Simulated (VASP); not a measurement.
Write the native input for VASP 6.6.1 that does the following.

```
Task                      : relaxation of the atoms
Functional                : PBEsol
Potentials or basis       : VASP PAW PBE potentials, release 64 (Pt, H)
Cutoff                    : 520 eV
k mesh                    : 12 × 12 × 1
Occupations               : gaussian, width 0.1 eV
Spin                      : no spin polarisation
Dipole correction         : yes
Atoms held fixed (from 0) : [0, 1, 2, 3]
Further INCAR settings    : ALGO = Fast; EDIFF = 1e-06; IBRION = 2; EDIFFG = -0.025; NSW = 36
```

The structure of HPt3 lies in POSCAR:

```
HPt3
1.0
    2.7704873139      0.0000000000      0.0000000000
   -1.3852436569      2.3993123947      0.0000000000
    0.0000000000      0.0000000000     20.0517698534
Pt H
3 1
Selective dynamics
Direct
    0.6666666667      0.3333333333      0.1994836381  F F F
    0.3333333333      0.6666666667      0.3129860846  F F F
    0.0000000000      0.0000000000      0.4264845406  F F F
    0.1666666667      0.6666666667      0.4783953241  F F T
```

One way to write it, as run:

INCAR

```
PREC     = Accurate       # precision mode
ENCUT    = 520            # plane-wave cutoff, eV
EDIFF    = 1E-6           # SCF threshold, eV
ISMEAR   = 0              # smearing method
SIGMA    = 0.1            # smearing width, eV
LREAL    = F              # projectors in reciprocal space
LASPH    = T              # aspherical terms in the spheres
NELM     = 60             # most SCF steps
ALGO     = Fast           # electronic algorithm
ISIF     = 2              # what is computed and relaxed
LWAVE    = F              # write WAVECAR
LCHARG   = F              # write CHGCAR
LDIPOL   = T            
IDIPOL   = 3            
DIPOL    = 0.5 0.5 0.354
GGA      = PS             # functional
IBRION   = 2              # ionic algorithm
NSW      = 36             # ionic steps
EDIFFG   = -0.025         # ionic threshold
```

KPOINTS

```
regular mesh
0
Gamma
  12 12 1
```

Potentials or basis: VASP PAW PBE potentials, release 64 (Pt, H).

Launch:

```bash
$ cat potpaw_PBE.64/Pt/POTCAR potpaw_PBE.64/H/POTCAR > POTCAR
$ mpirun -np 1 vasp_std > vasp.out
```

Results of the run:

```
Energy gained by relaxing : 5.3 meV/atom
Ionic steps               : 3
Band gap on the k mesh    : zero (an odd number of electrons rules out a gap without spin polarisation)
```

Caveat: spin-orbit coupling is left out, which moves the levels of the heavy elements.

Wall time 17 min on 1 thread of Oxide Virtual Turin-like Processor, with other jobs on the host, peak memory 0.37 GiB.
